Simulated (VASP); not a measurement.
A run of VASP 6.6.1 is set up as follows.

Contents of INCAR:

```
SYSTEM = CdH
PREC = Accurate
ENCUT = 520
EDIFF = 1E-7
ISMEAR = 0
SIGMA = 0.1
LREAL = .FALSE.
LASPH = .TRUE.
NELM = 100
ALGO = Normal
ISIF = 2
LWAVE = .FALSE.
LCHARG = .FALSE.
GGA = PE
NBANDS = 14
```

The input KPOINTS:

```
Automatic mesh
0
G
  8 8 8
  0 0 0
```

The input POSCAR:

```
CdH
1.0
    0.0000000000      2.4195552662      2.4195552662
    2.4195552662      0.0000000000      2.4195552662
    2.4195552662      2.4195552662      0.0000000000
Cd H
1 1
Direct
    0.0000000000      0.0000000000      0.0000000000
    0.5000000000      0.5000000000      0.5000000000
```

Potentials or basis: VASP PAW PBE potentials, release 64 (Cd, H).

Command:

```console
$ cat potpaw_PBE.64/Cd/POTCAR potpaw_PBE.64/H/POTCAR > POTCAR
$ mpirun -np 1 vasp_std > vasp.out
```

(1) What does it give for the pressure?

## Answers

(1) 0.3 GPa.
